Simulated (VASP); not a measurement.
# SbAsSe4 (P4/mmm) in VASP: settings compared, part 2 of 2

VASP 6.6.1. The steps go on from the part before.

## (4) Single point, r2SCAN+rVV10

This run uses another cell than the first one, of 31.81 Å³/atom.

File POSCAR:

```
SbAsSe4
1.0
    4.6481428262      0.0000000000      0.0000000000
    0.0000000000      4.6481428262      0.0000000000
    0.0000000000      0.0000000000      8.8349151238
Sb As Se
1 1 4
Direct
    0.0000000000      0.0000000000      0.0000000000
    0.5000000000      0.5000000000      0.5000000000
    0.5000000000      0.5000000000      0.8667445134
    0.5000000000      0.5000000000      0.1332554866
    0.5000000000      0.0000000000      0.5000000000
    0.0000000000      0.5000000000      0.5000000000
```

File INCAR.step1:

```
PREC = Accurate
ENCUT = 520
ISMEAR = -1
SIGMA = 0.03
LREAL = False
LASPH = True
NELM = 100
NBANDS = 26
GGA = PE
ALGO = Normal
EDIFF = 1E-4
LWAVE = True
LCHARG = False
```

File INCAR.step2:

```
PREC = Accurate
ENCUT = 520
EDIFF = 1E-7
ISMEAR = -1
SIGMA = 0.03
LREAL = False
LASPH = True
NELM = 100
ALGO = Normal
ISIF = 2
LWAVE = False
LCHARG = True
METAGGA = R2SCAN
LMIXTAU = True
LUSE_VDW = True
IVDW_NL = 2
BPARAM = 11.95
CPARAM = 0.0093
LELF = True
LVHAR = True
NBANDS = 26
ISTART = 1
```

File KPOINTS:

```
Automatic mesh
0
Gamma
  6 6 4
```

Potentials or basis: VASP PAW PBE potentials, release 64 (Sb, As, Se).

Launch:

```console
$ cat potpaw_PBE.64/Sb/POTCAR potpaw_PBE.64/As/POTCAR potpaw_PBE.64/Se/POTCAR > POTCAR
$ cp INCAR.step1 INCAR
$ mpirun -np 1 vasp_std > vasp.out
$ cp INCAR.step2 INCAR
$ mpirun -np 1 vasp_std > vasp.out
```

OUTCAR:

```text
PREC = Accurate
   ENCUT = 520
   EDIFF = 1E-7
   ISMEAR = -1
   LREAL = False
   LASPH = True
   NELM = 100
   ISIF = 2
   METAGGA = R2SCAN
   IVDW_NL = 2
   BPARAM = 11.95
   ISTART = 1

 ion  position               nearest neighbor table
   1  0.000  0.000  0.000-
   2  0.500  0.500  0.500-   5 2.32   6 2.32   5 2.32   6 2.32
   3  0.500  0.500  0.867-   4 2.35
   4  0.500  0.500  0.133-   3 2.35
   5  0.500  0.000  0.500-   2 2.32   2 2.32
   6  0.000  0.500  0.500-   2 2.32   2 2.32

  LATTYP: Found a simple tetragonal cell.
 ALAT       =     4.6481428262
 C/A-ratio  =     1.9007408882

  Lattice vectors:

 A1 = (   4.6481428262,   0.0000000000,   0.0000000000)
 A2 = (   0.0000000000,   4.6481428262,   0.0000000000)
 A3 = (   0.0000000000,   0.0000000000,   8.8349151238)

Analysis of symmetry for initial positions (statically):
=====================================================================
 Subroutine PRICEL returns:
 Original cell was already a primitive cell.

 Routine SETGRP: Setting up the symmetry group for a
 simple tetragonal supercell.

 Subroutine GETGRP returns: Found 16 space group operations
 (whereof 16 operations were pure point group operations)
 out of a pool of 16 trial point group operations.

The static configuration has the point symmetry D_4h.

Analysis of symmetry for dynamics (positions and initial velocities):
=====================================================================
 Subroutine PRICEL returns:
 Original cell was already a primitive cell.

 Routine SETGRP: Setting up the symmetry group for a
 simple tetragonal supercell.

 Subroutine GETGRP returns: Found 16 space group operations
 (whereof 16 operations were pure point group operations)
 out of a pool of 16 trial point group operations.

The dynamic configuration has the point symmetry D_4h.

 Subroutine INISYM returns: Found 16 space group operations
 (whereof 16 operations are pure point group operations),
[... 127 lines left out ...]
  Thomas-Fermi vector in A             =   2.046496
   LORBIT       =      0    0 simple, 1 ext, 2 COOP (PROOUT), +10 PAW based schemes
   METAGGA = R2SCAN    functional components
   LHFCALC =     F    Hartree Fock is set to
   AEXX    =    0.0000 exact exchange contribution
   IVDW_NL    =     2    kernel type
   BPARAM     =11.9500
   IVDW    =     0    specifies the selected vdW correction
   LEPSILON=     F    determine dielectric tensor
   LRPA    =     F    only Hartree local field effects (RPA)
 non-spin polarized calculation
  energy-cutoff  :      520.00
  volume of cell :      190.88
 maximum number of plane-waves:      5181
 NGX is ok and might be reduce to    36
   NGX = 17   NGY = 17   NGZ = 33

 number of electron      34.0000006 magnetization

 Free energy of the ion-electron system (eV)
  ---------------------------------------------------
  ext. energy  EPLUGINS =         0.00000000
  ---------------------------------------------------
  free energy    TOTEN  =       -92.30502208 eV

  energy without entropy =      -92.29034524  energy(sigma->0) =      -92.29768366

 E-fermi :   1.9554     XC(G=0):  -8.8012

 val. band max:        1.9277838600   @ k =   0.5000   0.0000   0.0000
 cond. band min:       1.9711757072   @ k =   0.3333   0.1667   0.5000
 fundamental gap:      0.0433918473
 Fermi energy:         1.9553564085

 k-point     1 :       0.0000    0.0000    0.0000
  band No.  band energies     occupation
      1     -14.4066      2.00000
      2     -12.7290      2.00000
      3     -10.3567      2.00000
      4      -9.5984      2.00000
      5      -6.7737      2.00000
      6      -5.3290      2.00000
[... 685 lines left out ...]
     25       8.2529      0.00000
     26       8.7936      0.00000

 [... further k-points ...]

------------------------ aborting loop because EDIFF is reached ----------------------------------------

  FORCE on cell =-STRESS in cart. coord.  units (eV):
  Direction    XX          YY          ZZ          XY          YZ          ZX
  --------------------------------------------------------------------------------------
  -------------------------------------------------------------------------------------
  Total        0.1708981      0.1708981      0.0788900      0.0000000      0.0000000     -0.0000000
  in kB        1.4344536      1.4344536      0.6621727      0.0000000      0.0000000     -0.0000000
  external PRESSURE =       1.1770266 kB  Pullay stress =       0.0000000 kB

 VOLUME and BASIS-vectors are now :
 -----------------------------------------------------------------------------
  energy-cutoff  :      520.00
  volume of cell :      190.88
      direct lattice vectors                 reciprocal lattice vectors
     4.648142826  0.000000000  0.000000000     0.215139689  0.000000000  0.000000000
     0.000000000  4.648142826  0.000000000     0.000000000  0.215139689  0.000000000
     0.000000000  0.000000000  8.834915124     0.000000000  0.000000000  0.113187279

 POSITION                                       TOTAL-FORCE (eV/Angst)
 -----------------------------------------------------------------------------------
      0.00000      0.00000      0.00000        -0.000000      0.000000      0.000000
      2.32407      2.32407      4.41746        -0.000000      0.000000      0.000000
      2.32407      2.32407      7.65761         0.000000     -0.000000     -0.008189
      2.32407      2.32407      1.17730        -0.000000     -0.000000      0.008189
      2.32407      0.00000      4.41746        -0.000000      0.000000      0.000000
      0.00000      2.32407      4.41746        -0.000000      0.000000      0.000000
 -----------------------------------------------------------------------------------
    total drift:                                0.000000      0.000000      0.000000

  FREE ENERGIE OF THE ION-ELECTRON SYSTEM (eV)
  ---------------------------------------------------
  free  energy   TOTEN  =       -92.3050220807 eV

  energy  without entropy=      -92.2903452363  energy(sigma->0) =      -92.29768366
```

OUTCAR.step1:

```text
PREC = Accurate
   ENCUT = 520
   ISMEAR = -1
   LREAL = False
   LASPH = True
   NELM = 100
[... 932 lines left out ...]
      2.32407      2.32407      1.17730         0.000000      0.000000      0.272440
      2.32407      0.00000      4.41746         0.000000      0.000000      0.000000
      0.00000      2.32407      4.41746         0.000000      0.000000      0.000000
 -----------------------------------------------------------------------------------
    total drift:                                0.000000      0.000000      0.000000

  FREE ENERGIE OF THE ION-ELECTRON SYSTEM (eV)
  ---------------------------------------------------
  free  energy   TOTEN  =       -18.8105039426 eV

  energy  without entropy=      -18.7952587805  energy(sigma->0) =      -18.80288136
```

OSZICAR.step1:

```text
N       E                     dE             d eps       ncg     rms          rms(c)
DAV:   1     0.179813586821E+03    0.17981E+03   -0.12594E+04  1560   0.105E+03
DAV:   2    -0.241398549663E+01   -0.18223E+03   -0.17387E+03  2074   0.176E+02
DAV:   3    -0.195088869071E+02   -0.17095E+02   -0.16593E+02  1954   0.583E+01
DAV:   4    -0.197781331566E+02   -0.26925E+00   -0.26839E+00  1846   0.828E+00
DAV:   5    -0.197817793645E+02   -0.36462E-02   -0.36448E-02  1978   0.990E-01    0.873E+00
DAV:   6    -0.193713318820E+02    0.41045E+00   -0.14171E+01  1700   0.575E+00    0.558E+00
DAV:   7    -0.188159503734E+02    0.55538E+00   -0.72161E-01  1668   0.350E+00    0.346E+00
DAV:   8    -0.188119326550E+02    0.40177E-02   -0.85313E-02  1828   0.122E+00    0.587E-01
DAV:   9    -0.188114026708E+02    0.52998E-03   -0.49831E-03  1834   0.368E-01    0.190E-01
DAV:  10    -0.188103719770E+02    0.10307E-02   -0.11791E-03  1794   0.183E-01    0.814E-02
DAV:  11    -0.188104721754E+02   -0.10020E-03   -0.20416E-04  1416   0.673E-02    0.281E-02
DAV:  12    -0.188105039426E+02   -0.31767E-04   -0.39820E-05  1060   0.340E-02
   1 F= -.18810504E+02 E0= -.18802881E+02  d E =-.152452E-01
```

Run time: 5.7 min. Hardware: 1 thread of Intel Xeon 6975P-C (Granite Rapids), shared host; peak memory 0.73 GiB.

What came out:

| Property | Result |
| --- | --- |
| Free energy | -92.3050 eV |
| Pressure | 0.1 GPa |
| Largest force | 0.008 eV/Å |
| Band gap on the k mesh | zero (bands 17 and 18 overlap by 0.78 eV) |

Forces on the atoms (eV/Å):
```
Sb   0.000  0.000  0.000
As   0.000  0.000  0.000
Se   0.000  0.000 -0.008
Se   0.000  0.000  0.008
Se   0.000  0.000  0.000
Se   0.000  0.000  0.000
```

Caveat: the PAW data sets were made with another functional, which shifts forces and pressure a little; spin-orbit coupling is left out, which moves the levels of the heavy elements.

## (5) The runs side by side

| task | level | cell | k mesh | cutoff (eV) | gap on the mesh (eV) | pressure (GPa) | largest force (eV/Å) |
| --- | --- | --- | --- | --- | --- | --- | --- |
| single point | PBEsol | a = 4.633, b = 4.633, c = 8.511 Å, 6 atoms, atomic positions A | 4 × 4 × 4 | 520 | none | 0.2 | 0.02 |
| relaxation of cell and atoms | PBEsol | relaxed from a = 4.664, b = 4.664, c = 8.023 Å, 6 atoms, atomic positions B | 4 × 4 × 4 | 600 | none | 0.0 | - |
| single point | r2SCAN+rVV10 | a = 4.648, b = 4.648, c = 8.835 Å, 6 atoms, atomic positions C | 6 × 6 × 4 | 520 | none | 0.1 | 0.01 |

Alike in all rows: potentials or basis VASP PAW PBE potentials, release 64 (Sb, As, Se); no spin polarisation; smearing fermi-dirac 0.03 eV.

Caveats: the PAW data sets were made with another functional, which shifts forces and pressure a little; spin-orbit coupling is left out, which moves the levels of the heavy elements.

Total energies depend on the potentials used, so only differences within one code and one set of settings carry meaning.

The gap in the log of VASP goes by the Fermi energy; the results here count the filled bands.